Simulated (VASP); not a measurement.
Set up this calculation in VASP 6.6.1, as the native input.

```
Task                   : relaxation of cell and atoms
Functional             : PBE
Potentials or basis    : VASP PAW PBE potentials, release 64 (Zr_sv, Ge_d, Pd)
Cutoff                 : 600 eV
k mesh                 : 4 × 4 × 3
Occupations            : gaussian, width 0.2 eV
Spin                   : no spin polarisation
Dipole correction      : no
Further INCAR settings : ALGO = Normal; EDIFF = 1e-06; IBRION = 2; EDIFFG = -0.08; NSW = 36; ISIF = 3
```

The structure of ZrGe2Pd3 lies in POSCAR:

```
ZrGe2Pd3
1.0
    4.4924922100      0.0000000000      0.0000000000
   -2.2462461100      3.8906123800      0.0000000000
    0.0000000000      0.0000000000      5.7122709200
Zr Ge Pd
1 2 3
Direct
    0.0000000000      0.0000000000      0.5000000000
    0.0000000000      0.0000000000      0.1443807900
    0.0000000000      0.0000000000      0.8556192100
    0.5000000000      0.0000000000      0.5000000000
    0.0000000000      0.5000000000      0.5000000000
    0.5000000000      0.5000000000      0.5000000000
```

The cell was built from a structure type or drawn by symmetry, and may not be a known phase.

The input as run:

INCAR

```
SYSTEM = ZrGe2Pd3
PREC = Accurate ; ENCUT = 600
EDIFF = 1E-6 ; ISMEAR = 0
SIGMA = 0.2 ; LREAL = .False.
LASPH = .True. ; NELM = 60
ALGO = Normal ; ISIF = 3
LWAVE = .False. ; LCHARG = .False.
GGA = PE ; IBRION = 2
NSW = 36 ; EDIFFG = -0.08
```

KPOINTS

```
Automatic mesh
0
Gamma
  4 4 3
  0 0 0
```

Potentials or basis: VASP PAW PBE potentials, release 64 (Zr_sv, Ge_d, Pd).

Launch:

```console
$ cat potpaw_PBE.64/Zr_sv/POTCAR potpaw_PBE.64/Ge_d/POTCAR potpaw_PBE.64/Pd/POTCAR > POTCAR
$ mpirun -np 1 vasp_std > vasp.out
```

Results of the run:

```yaml
Relaxed_volume: 31.90 Å³/atom
Relaxed_cell: a = 5.387 Å, b = 5.387 Å, c = 7.616 Å, α = 90.00°, β = 90.00°, γ = 120.00°
Space_group_after_relaxing_to_0.1_Å: P6/mmm (No. 191)
Pressure_after_relaxing: 0.0 GPa
Largest_force_after_relaxing: 0.071 eV/Å
Band_gap_on_the_k_mesh: zero (bands 35 and 36 overlap by 0.44 eV)
```

Caveat: the k points lie up to 0.34 Å⁻¹ apart in the final cell; the volume moved by over 15 % at a fixed basis, so the end points are rough; the relaxation stopped at a loose force limit of 0.08 eV/Å, so its end isn't a converged minimum.

Run time: 11 min on 1 thread of Intel(R) Xeon(R) 6975P-C (Granite Rapids), with other jobs on the host, peak memory 0.26 GiB.
